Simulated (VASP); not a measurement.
Write the native input for VASP 6.6.1 that does the following.

- Task: single point
- Functional: r2SCAN
- Dispersion: rVV10
- Potentials or basis: VASP PAW PBE potentials, release 64 (C)
- Cutoff: 660 eV
- k mesh: 12 × 12 × 12
- Occupations: gaussian, width 0.02 eV
- Spin: no spin polarisation
- Dipole correction: no
- Further INCAR settings: ALGO = Normal; EDIFF = 1e-06; NBANDS = 11

Crystal: C.

```
CELL_PARAMETERS angstrom
0.00000 1.77892 1.77892
1.77892 0.00000 1.77892
1.77892 1.77892 0.00000
ATOMIC_POSITIONS crystal
C 0.00000 0.00000 0.00000
C 0.25000 0.25000 0.25000
```

The input as run:

POSCAR

```
C
1.0
    0.0000000000      1.7789244156      1.7789244156
    1.7789244156      0.0000000000      1.7789244156
    1.7789244156      1.7789244156      0.0000000000
C
2
Direct
    0.0000000000      0.0000000000      0.0000000000
    0.2500000000      0.2500000000      0.2500000000
```

INCAR.step1

```
ALGO     = Normal         # electronic algorithm
EDIFF    = 1E-5           # SCF threshold, eV
ENCUT    = 660            # plane-wave cutoff, eV
GGA      = PE             # functional
GGA_COMPAT= F            
ISMEAR   = 0              # smearing method
LASPH    = T              # aspherical terms in the spheres
LCHARG   = F              # write CHGCAR
LREAL    = F              # projectors in reciprocal space
LWAVE    = T              # write WAVECAR
NBANDS   = 11             # bands
NELM     = 120            # most SCF steps
PREC     = Accurate       # precision mode
SIGMA    = 0.02           # smearing width, eV
```

INCAR.step2

```
ALGO     = Normal         # electronic algorithm
BPARAM   = 11.95        
CPARAM   = 0.0093       
EDIFF    = 1E-6           # SCF threshold, eV
ENCUT    = 660            # plane-wave cutoff, eV
GGA_COMPAT= F            
ISIF     = 2              # what is computed and relaxed
ISMEAR   = 0              # smearing method
ISTART   = 1            
IVDW_NL  = 2            
LASPH    = T              # aspherical terms in the spheres
LCHARG   = F              # write CHGCAR
LMIXTAU  = T            
LREAL    = F              # projectors in reciprocal space
LUSE_VDW = T            
LWAVE    = F              # write WAVECAR
METAGGA  = R2SCAN         # meta-GGA
NBANDS   = 11             # bands
NELM     = 120            # most SCF steps
PREC     = Accurate       # precision mode
SIGMA    = 0.02           # smearing width, eV
```

KPOINTS

```
k-points
0
Gamma
  12 12 12
```

Potentials or basis: VASP PAW PBE potentials, release 64 (C).

Command:

```bash
$ cat potpaw_PBE.64/C/POTCAR > POTCAR
$ cp INCAR.step1 INCAR
$ mpirun -np 1 vasp_std > vasp.out
$ cp INCAR.step2 INCAR
$ mpirun -np 1 vasp_std > vasp.out
```

It gave:

```json
{
  "Pressure": "0.2 GPa",
  "Band gap on the k mesh": "4.33 eV (least direct gap 5.85 eV)"
}
```

Caveat: the PAW data sets were made with another functional, which shifts forces and pressure a little.

It took 51 s on 1 thread of Intel(R) Xeon(R) Platinum 8259CL CPU @ 2.50GHz (Skylake/Cascade Lake), with other jobs on the host, peak memory 0.21 GiB.
